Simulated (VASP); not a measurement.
Here is a VASP 6.6.1 calculation.

The input INCAR:

```
SYSTEM = BaS
PREC = Accurate ; ENCUT = 520
EDIFF = 1E-6 ; ISMEAR = -1
SIGMA = 0.02 ; LREAL = .FALSE.
LASPH = .TRUE. ; NELM = 80
ALGO = Normal ; ISIF = 2
LWAVE = .FALSE. ; LCHARG = .FALSE.
GGA = PS ; NBANDS = 15
```

Contents of KPOINTS:

```
regular mesh
0
G
  8 8 8
  0 0 0
```

File POSCAR:

```
BaS
1.0
    0.0000000000      3.1285531347      3.1285531347
    3.1285531347      0.0000000000      3.1285531347
    3.1285531347      3.1285531347      0.0000000000
Ba S
1 1
Direct
    0.0000000000      0.0000000000      0.0000000000
    0.5000000000      0.5000000000      0.5000000000
```

Potentials or basis: VASP PAW PBE potentials, release 64 (Ba_sv, S).

Launch:

```bash
$ cat potpaw_PBE.64/Ba_sv/POTCAR potpaw_PBE.64/S/POTCAR > POTCAR
$ mpirun -np 1 vasp_std > vasp.out
```

Q: What does it give for the pressure?

A: 2.6 GPa.

Q: Estimate the band gap on the k mesh.

A: 1.86 eV, indirect (least direct gap 1.96 eV).

Caveat: the PAW data sets were made with another functional, which shifts forces and pressure a little; spin-orbit coupling is left out, which moves the levels of the heavy elements. A k mesh can miss the band edges.
